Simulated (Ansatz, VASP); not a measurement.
TePb in VASP and in Ansatz

```
Pb Te
1.0
     0.00000    3.23100    3.23100
     3.23100    0.00000    3.23100
     3.23100    3.23100    0.00000
Pb Te
1 1
Direct
  0.00000 0.00000 0.00000
  0.50000 0.50000 0.50000
```

Alike in both runs: functional LDA; k mesh 5 × 5 × 5; occupations fermi-dirac, width 0.05 eV; non-collinear spin, spin-orbit coupling.

|  | VASP | Ansatz |
| --- | --- | --- |
| version | VASP 6.6.1 | Ansatz 0.2.0 |
| potentials or method | VASP PAW LDA potentials, release 64 (Pb_d, Te), cutoff 520 eV | all-electron LAPW, relativistic spinors |
| task | single point | band structure |

|  | VASP | Ansatz | Ansatz less VASP |
| --- | --- | --- | --- |
| pressure (GPa) | -1.8 | -1.9 | -0.17 |
| net moment per atom (μB) | 0.00 | 0.00 | 0.000 |

LDA's correlation is that of Perdew and Zunger in VASP and of Perdew and Wang (1992) in Ansatz. Ansatz ran all-electron here, and VASP with PAW potentials.
